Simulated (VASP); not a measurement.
Here is a VASP 6.6.1 calculation.

The input INCAR:

```
SYSTEM = KBr
PREC = Accurate
ENCUT = 520
EDIFF = 1E-6
ISMEAR = 0
SIGMA = 0.05
LREAL = .False.
LASPH = .True.
NELM = 60
ALGO = Normal
ISIF = 2
LWAVE = .False.
LCHARG = .False.
GGA = PS
NBANDS = 15
```

KPOINTS

```
regular mesh
0
Gamma
  6 6 6
  0 0 0
```

POSCAR

```
KBr
1.0
    0.0000000000      3.0128882984      3.4058737286
    3.0128882984      0.0000000000      3.4058737286
    3.0128882984      3.0128882984      0.0000000000
K Br
1 1
Direct
    0.0000000000      0.0000000000      0.0000000000
    0.5000000000      0.5000000000      0.5000000000
```

Potentials or basis: VASP PAW PBE potentials, release 64 (K_sv, Br).

Launch:

```sh
$ cat potpaw_PBE.64/K_sv/POTCAR potpaw_PBE.64/Br/POTCAR > POTCAR
$ mpirun -np 1 vasp_std > vasp.out
```

Q: What does it give for the band gap on the k mesh?

A: 4.55 eV.

Q: Predict the pressure.

A: 3.8 GPa.

Stress tensor (GPa, compression positive):
```
 6.00  0.00  0.00
 0.00  6.00  0.00
 0.00  0.00 -0.45
```

Caveat: the cell differs from its parent crystal (strain -0.080 along x and y, +0.040 along z); the cell stands under pressure; the PAW data sets were made with another functional, which shifts forces and pressure a little.
